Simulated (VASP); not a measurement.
Wanted: the native input for a VASP 6.6.1 run.

* Task: single point
* Functional: r2SCAN
* Potentials or basis: VASP PAW PBE potentials, release 64 (Si, O)
* Cutoff: 520 eV
* k mesh: 6 × 6 × 4
* Occupations: gaussian, width 0.02 eV
* Spin: no spin polarisation
* Dipole correction: no
* Further INCAR settings: ALGO = Normal; EDIFF = 1e-06; NBANDS = 34

The system is SiO2.

```
Si O
1.0
     5.05968    0.00000    0.00000
    -2.52984    4.38181    0.00000
     0.00000    0.00000    5.59650
Si O
3 6
Cartesian
  -1.2649 2.1909 1.8655
  1.2649 2.1909 3.7310
  2.5298 0.0000 0.0000
  0.9440 3.4662 4.6637
  2.5298 2.5506 2.7982
  3.4738 0.9156 0.9327
  1.5859 0.9156 4.6637
  0.0000 1.8312 2.7982
  -0.9440 3.4662 0.9327
```

This cell differs from its parent crystal: strain along c alone, the other axes held: +1.0 %, then relaxed in part.

These files were run (other wordings do the same):

POSCAR

```
SiO2
1.0
    5.0596778423      0.0000000000      0.0000000000
   -2.5298389212      4.3818095464      0.0000000000
    0.0000000000      0.0000000000      5.5964964841
Si O
3 6
Direct
    0.0000000000      0.5000000000      0.3333333333
    0.5000000000      0.5000000000      0.6666666667
    0.5000000000      0.0000000000      0.0000000000
    0.5820911421      0.7910455711      0.8333333333
    0.7910455711      0.5820911421      0.5000000000
    0.7910455711      0.2089544289      0.1666666667
    0.4179088579      0.2089544289      0.8333333333
    0.2089544289      0.4179088579      0.5000000000
    0.2089544289      0.7910455711      0.1666666667
```

INCAR.step1

```
SYSTEM = SiO2
PREC = Accurate
ENCUT = 520
ISMEAR = 0
SIGMA = 0.02
LREAL = .FALSE.
LASPH = .TRUE.
NELM = 80
NBANDS = 34
GGA = PE
ALGO = Normal
EDIFF = 1E-4
LWAVE = .TRUE.
LCHARG = .FALSE.
```

INCAR.step2

```
SYSTEM = SiO2
PREC = Accurate
ENCUT = 520
EDIFF = 1E-6
ISMEAR = 0
SIGMA = 0.02
LREAL = .FALSE.
LASPH = .TRUE.
NELM = 80
ALGO = Normal
ISIF = 2
LWAVE = .FALSE.
LCHARG = .TRUE.
METAGGA = R2SCAN
LMIXTAU = .TRUE.
LELF = .TRUE.
LVHAR = .TRUE.
NBANDS = 34
ISTART = 1
```

KPOINTS

```
Automatic mesh
0
G
  6 6 4
  0 0 0
```

Potentials or basis: VASP PAW PBE potentials, release 64 (Si, O).

The run is started by

```console
$ cat potpaw_PBE.64/Si/POTCAR potpaw_PBE.64/O/POTCAR > POTCAR
$ cp INCAR.step1 INCAR
$ mpirun -np 1 vasp_std > vasp.out
$ cp INCAR.step2 INCAR
$ mpirun -np 1 vasp_std > vasp.out
```

It gave:

```
Pressure               : -1.4 GPa
Largest force          : 0.010 eV/Å
Band gap on the k mesh : 6.25 eV (least direct gap 6.42 eV)
```

Caveat: the cell differs from its parent crystal (strain along c alone, the other axes held: +1.0 %, then relaxed in part); the PAW data sets were made with another functional, which shifts forces and pressure a little.

It took 6.8 min on 1 thread of Intel Xeon 8259CL, with other jobs on the host, peak memory 0.3 GiB.
